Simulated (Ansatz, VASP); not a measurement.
## PbO in VASP and in Ansatz

```
Pb O
1.0
     4.04976    0.00000    0.00000
     0.00000    4.04976    0.00000
     0.00000    0.00000   28.52269
Pb O
2 2
Direct
  0.00000 0.50000 0.33989
  0.50000 0.00000 0.25612
  0.00000 0.00000 0.29801
  0.50000 0.50000 0.29801
```

Alike in both runs: functional PBE; k mesh 6 × 6 × 1; no spin polarisation.

Ansatz relaxed the structure, and its values are those at the end. VASP's run is a single point on that final structure, the one shown.

|  | VASP | Ansatz |
| --- | --- | --- |
| version | VASP 6.6.1 | Ansatz 0.2.0 |
| potentials or method | VASP PAW PBE potentials, release 64 (Pb_d, O), cutoff 520 eV | scalar-relativistic, plane waves, PAW |
| occupations | gaussian, width 0.01 eV | fixed |
| valence electrons in the cell | 40 | 40 |

Ansatz gave:

```
gap on the k mesh at the Fermi level (eV) : 2.50
least direct gap on the mesh (eV)         : 2.50
rms of the force components (eV/Å)        : 0.000
```

Q: Which values does VASP return?

A: gap on the k mesh at the Fermi level (eV): 2.48; least direct gap on the mesh (eV): 2.48; rms of the force components (eV/Å): 0.015.

Ansatz's warnings: xc potential rough in thin density.

Neither program's run includes spin-orbit coupling.
